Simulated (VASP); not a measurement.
# ScAl3N4: single point with PBE

The system is ScAl3N4.

```
Al Sc N
1.0
     6.48584   -0.00892   -0.00509
    -3.25065    5.61244    0.00509
    -0.00790    0.00456   10.15846
Al Sc N
12 4 16
Direct
  0.33677 0.16323 0.75156
  0.16369 0.82752 0.99617
  0.33182 0.66970 0.25402
  0.16789 0.83472 0.50251
  0.33367 0.67162 0.74687
  0.67248 0.33631 0.99617
  0.83030 0.16818 0.25402
  0.66528 0.33211 0.50251
  0.82838 0.16633 0.74687
  0.83624 0.66376 0.25200
  0.66529 0.83471 0.49812
  0.83529 0.66471 0.74612
  0.16277 0.33723 0.99229
  0.33773 0.16227 0.24465
  0.16572 0.33428 0.49846
  0.66688 0.83312 0.99669
  0.15815 0.34185 0.20447
  0.34217 0.15783 0.44885
  0.16791 0.33209 0.70731
  0.34330 0.15670 0.94329
  0.15522 0.81022 0.18546
  0.34098 0.68805 0.44219
  0.16612 0.83367 0.69074
  0.32693 0.68073 0.93179
  0.68978 0.34478 0.18546
  0.81195 0.15902 0.44219
  0.66633 0.33388 0.69074
  0.81927 0.17307 0.93179
  0.66760 0.83240 0.20432
  0.83397 0.66603 0.44378
  0.66763 0.83237 0.69082
  0.84248 0.65752 0.93375
```

* Program: VASP 6.6.1
* Task: single point
* Functional: PBE
* Potentials or basis: VASP PAW PBE potentials, release 64 (Al, Sc_sv, N)
* Cutoff: 520 eV
* k mesh: 4 × 4 × 3
* Occupations: gaussian, width 0.01 eV
* Spin: no spin polarisation
* Dipole correction: no
* Further INCAR settings: LREAL = Auto; ALGO = Normal; EDIFF = 1e-07; NBANDS = 102

```json
{"Pressure": "0.1 GPa", "Largest force": "0.089 eV/Å", "Band gap on the k mesh": "3.60 eV (least direct gap 3.60 eV)"}
```

Forces on the atoms (eV/Å):
```
Al   0.000  0.000  0.003
Al  -0.001  0.002  0.002
Al  -0.001  0.002  0.004
Al   0.000 -0.004  0.000
Al  -0.003  0.000  0.000
Al  -0.002 -0.001  0.002
Al  -0.002  0.000  0.004
Al   0.003  0.002  0.000
Al  -0.001  0.003  0.000
Al   0.000  0.000 -0.002
Al   0.002 -0.001  0.001
Al   0.003 -0.001  0.002
Sc   0.018 -0.011  0.019
Sc   0.000  0.000 -0.009
Sc  -0.001  0.001  0.004
Sc   0.016 -0.009  0.017
N   -0.055  0.032  0.032
N    0.056 -0.033  0.043
N    0.000  0.000  0.045
N    0.052 -0.030 -0.021
N   -0.001 -0.061 -0.020
N   -0.001  0.061 -0.019
N   -0.001 -0.001 -0.004
N   -0.065  0.040 -0.047
N    0.052  0.031 -0.020
N   -0.054 -0.030 -0.019
N    0.001  0.001 -0.004
N   -0.067  0.036 -0.047
N   -0.001  0.001  0.057
N    0.001 -0.001  0.002
N    0.000  0.000 -0.006
N    0.051 -0.029 -0.020
```

Levels at points of the mesh, in eV from the valence-band top:
```
           k point  band 76  band 77  band 78  band 79  band 80  band 81  band 82  band 83  band 84  band 85
(0.00, 0.00, 0.00)    -0.44    -0.42    -0.32    -0.12    -0.01     3.60     3.97     3.98     4.15     4.34
(0.50, 0.00, 0.00)    -0.30    -0.26    -0.21    -0.20    -0.14     4.09     4.18     4.28     4.41     4.63
(0.50, 0.50, 0.00)    -0.30    -0.24    -0.18    -0.16    -0.10     4.01     4.09     4.49     4.62     4.62
```

Run time: 18 min on 1 thread of Intel(R) Xeon(R) Platinum 8488C (Sapphire Rapids) (shared host), peak memory 0.67 GiB.

A k mesh can miss the band edges.
